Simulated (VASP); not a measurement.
Write the native input for VASP 6.6.1 that does the following.

```yaml
Task: single point
Functional: PBE
Potentials_or_basis: VASP PAW PBE potentials, release 64 (Mg, I)
Cutoff: 520 eV
k_mesh: 6 × 6 × 6
Occupations: fermi-dirac, width 0.02 eV
Spin: no spin polarisation
Dipole_correction: no
Further_INCAR_settings: ALGO = Normal; EDIFF = 1e-06; NBANDS = 15
```

The structure of MgI2 lies in POSCAR:

```
MgI2
1.0
   -0.0469465073      3.7557205859      3.7557205859
    3.7557205859     -0.0469465073      3.7557205859
    3.7087740786      3.7087740786      0.0000000000
Mg I
1 2
Direct
    0.0000000000      0.0000000000      0.0000000000
    0.2489623280      0.2489623280      0.2510376720
    0.7510376720      0.7510376720      0.7489623280
```

This cell differs from its parent crystal: shear xy strain -2.5%.

These files were run (other wordings do the same):

INCAR

```
SYSTEM = MgI2
PREC     = Accurate       ! precision mode
ENCUT    = 520            ! plane-wave cutoff, eV
EDIFF    = 1E-6           ! SCF threshold, eV
ISMEAR   = -1             ! smearing method
SIGMA    = 0.02           ! smearing width, eV
LREAL    = .False.        ! projectors in reciprocal space
LASPH    = .True.         ! aspherical terms in the spheres
NELM     = 60             ! most SCF steps
ALGO     = Normal         ! electronic algorithm
ISIF     = 2              ! what is computed and relaxed
LWAVE    = .False.        ! write WAVECAR
LCHARG   = .True.         ! write CHGCAR
GGA      = PE             ! functional
LELF     = .True.         ! ELF
LVHAR    = .True.       
NBANDS   = 15             ! bands
```

KPOINTS

```
Automatic mesh
0
Gamma
  6 6 6
  0 0 0
```

Potentials or basis: VASP PAW PBE potentials, release 64 (Mg, I).

Command:

```sh
$ cat potpaw_PBE.64/Mg/POTCAR potpaw_PBE.64/I/POTCAR > POTCAR
$ mpirun -np 1 vasp_std > vasp.out
```

Results of the run:

```yaml
Pressure: 0.2 GPa
Largest_force: 0.005 eV/Å
Band_gap_on_the_k_mesh: 0.59 eV, indirect (least direct gap 1.06 eV)
```

Caveat: the cell differs from its parent crystal (shear xy strain -2.5%); spin-orbit coupling is left out, which moves the levels of the heavy elements.

Wall time 28 s on 1 thread of Intel(R) Xeon(R) 6975P-C (Granite Rapids) (shared host), peak memory 0.27 GiB.
